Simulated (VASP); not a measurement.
SnSe:

```
Sn Se
1.0
     0.00000    3.39084    3.39084
     3.39084    0.00000    3.39084
     3.39084    3.39084    0.00000
Sn Se
1 1
Direct
  0.00000 0.00000 0.00000
  0.75000 0.75000 0.75000
```

Base run:

| Property | Result |
| --- | --- |
| Program | VASP 6.6.1 |
| Functional | r2SCANh |
| Potentials or basis | VASP PAW PBE potentials, release 64 (Sn_d, Se) |
| Cutoff | 520 eV |
| k mesh | 4 × 4 × 4 |
| Occupations | fermi-dirac, width 0.05 eV |
| Spin | no spin polarisation |

Its results: band gap on the k mesh 0.50 eV (least direct gap 1.18 eV); pressure -1.0 GPa.

**Question.** The run is repeated on the same cell with these changes: functional from r2SCANh to r2SCAN50; share of exact exchange from 0.1 to 0.5. What comes out?

**Answer.** Band gap on the k mesh 2.10 eV (least direct gap 2.91 eV); pressure -1.4 GPa.

Caveats: the PAW data sets were made with another functional, which shifts forces and pressure a little; spin-orbit coupling is left out, which moves the levels of the heavy elements.

A k mesh can miss the band edges.
